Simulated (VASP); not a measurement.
Zn, 2 atoms in the cell. Symmetry: P6_3/mmc, No. 194, hexagonal system. Conventional cell: a = 2.638 Å, b = 2.638 Å, c = 4.947 Å, α = 90.00°, β = 90.00°, γ = 120.00°. Zn (site symmetry -6m2) has 12 Zn at 2.64 to 2.90 Å within 3.5 Å.  This cell differs from its parent crystal: equal xx and yy strain of -1 %.

| Property | Result |
| --- | --- |
| Program | VASP 6.6.1 |
| Task | single point |
| Functional | PBE |
| Potentials or basis | VASP PAW PBE potentials, release 64 (Zn) |
| Cutoff | 520 eV |
| k mesh | 18 × 18 × 8 |
| Occupations | fermi-dirac, width 0.03 eV |
| Spin | no spin polarisation |
| Dipole correction | no |
| Further INCAR settings | ALGO = Normal; EDIFF = 1e-06; NBANDS = 19 |

Potentials or basis: VASP PAW PBE potentials, release 64 (Zn).

The run is started by

```bash
$ cat potpaw_PBE.64/Zn/POTCAR > POTCAR
$ mpirun -np 1 vasp_std > vasp.out
```

Hardware: 1 thread of Intel Xeon 8259CL (shared host).

How long does it take, and how much memory?

It took 75 s on 1 thread of Intel Xeon 8259CL, with other jobs on the host, peak memory 0.2 GiB. Counts: scf iterations 11, k points 185.
